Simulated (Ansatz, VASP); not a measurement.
Hf: VASP beside Ansatz

File INCAR:

```
PREC = Accurate
ENCUT = 500
EDIFF = 1E-6
ISMEAR = 0
SIGMA = 0.15
LREAL = F
LASPH = T
NELM = 120
ALGO = Normal
ISIF = 2
LWAVE = F
LCHARG = F
GGA = PE
NBANDS = 17
GGA_COMPAT = F
```

File KPOINTS:

```
regular mesh
0
Gamma
  18 18 10
```

POSCAR

```
Hf
1.0
    3.4292000000      0.0000000000      0.0000000000
   -1.7146000000      2.9697743147      0.0000000000
    0.0000000000      0.0000000000      5.0676933209
Hf
2
Direct
    0.3333333333      0.6666666667      0.2500000000
    0.6666666667      0.3333333333      0.7500000000
```

Input for Ansatz:

```yaml
crystal:
  lattice:
    - [3.4292, 0.0, 0.0]
    - [-1.7146, 2.9697743147, 0.0]
    - [0.0, 0.0, 5.0676933209]
  atoms:
    - { symbol: Hf, position: [0.3333333333, 0.6666666667, 0.25] }
    - { symbol: Hf, position: [0.6666666667, 0.3333333333, 0.75] }
basis:
  ecutwfc: 420
kpoints:
  mp_grid: { grid: [18, 18, 10] }
hamiltonian:
  xc: pbe
scf:
  occupations: { method: gaussian, width: 0.15 }
output:
  forces: true
  stress: true
  eigenvalues: true
  write_density: true
  write_potential: true
  elf: true
  volumetric_format: npy
```

Alike in both runs: task single point; functional PBE; k mesh 18 × 18 × 10; occupations gaussian, width 0.15 eV; no spin polarisation.

|  | VASP | Ansatz |
| --- | --- | --- |
| version | VASP 6.6.1 | Ansatz 0.2.0 |
| potentials or method | VASP PAW PBE potentials, release 64 (Hf_pv), cutoff 500 eV | scalar-relativistic, plane waves, PAW |
| valence electrons in the cell | 20 | 52 |

Ansatz gave:

```
gap on the k mesh at the Fermi level (eV)                     : none
pressure (GPa)                                                : -11.2
traceless stress, the component that is largest in VASP (GPa) : 3.82
```

What did VASP give for the same quantities?

gap on the k mesh at the Fermi level (eV): none; pressure (GPa): -11.6; traceless stress, the component that is largest in VASP (GPa): 3.75.

A gap of «none» marks a metal or a gap that the smearing closes. VASP's potentials hold 20 valence electrons a cell and Ansatz's 52, so a difference there can come from the potentials and not from the codes.

Spin-orbit coupling is off throughout.
